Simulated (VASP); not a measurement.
Write the native input for VASP 6.6.1 that does the following.

| Property | Result |
| --- | --- |
| Task | single point |
| Functional | PBE |
| Potentials or basis | VASP PAW PBE potentials, release 64 (Ir) |
| Cutoff | 520 eV |
| k mesh | 12 × 6 × 8 |
| Occupations | gaussian, width 0.1 eV |
| Spin | no spin polarisation |
| Dipole correction | no |
| Further INCAR settings | ALGO = Fast; EDIFF = 1e-06; NBANDS = 36 |

The structure of Ir lies in POSCAR:

```
Ir
1.0
    2.7369706249      0.0000000000      0.0000000000
    0.0000000000      6.7041814719      0.0000000000
    0.0000000000      0.0000000000      4.7405721811
Ir
6
Direct
    0.0000000000      0.0000000000      0.0000000000
    1.0000000000      0.3333333333      0.6666666667
    1.0000000000      0.6666666667      0.3333333333
    0.5000000000      1.0000000000      0.5000000000
    0.5000000000      0.3333333333      0.1666666667
    0.5000000000      0.6666666667      0.8333333333
```

The input as run:

INCAR

```
PREC     = Accurate       # precision mode
ENCUT    = 520            # plane-wave cutoff, eV
EDIFF    = 1E-6           # SCF threshold, eV
ISMEAR   = 0              # smearing method
SIGMA    = 0.1            # smearing width, eV
LREAL    = F              # projectors in reciprocal space
LASPH    = T              # aspherical terms in the spheres
NELM     = 60             # most SCF steps
ALGO     = Fast           # electronic algorithm
ISIF     = 2              # what is computed and relaxed
LWAVE    = F              # write WAVECAR
LCHARG   = F              # write CHGCAR
GGA      = PE             # functional
NBANDS   = 36             # bands
```

KPOINTS

```
regular mesh
0
Gamma
  12 6 8
```

Potentials or basis: VASP PAW PBE potentials, release 64 (Ir).

The run is started by

```sh
$ cat potpaw_PBE.64/Ir/POTCAR > POTCAR
$ mpirun -np 1 vasp_std > vasp.out
```

Results of the run:

```json
{
 "Pressure": "0.4 GPa",
 "Band gap on the k mesh": "zero (band 27 reaches 11.39 eV, above the bottom of band 28 at 8.65 eV)"
}
```

Caveat: spin-orbit coupling is left out, which moves the levels of the heavy elements.

Wall time 4.5 min on 1 thread of Intel(R) Xeon(R) 6975P-C (Granite Rapids) (shared host), peak memory 0.48 GiB.
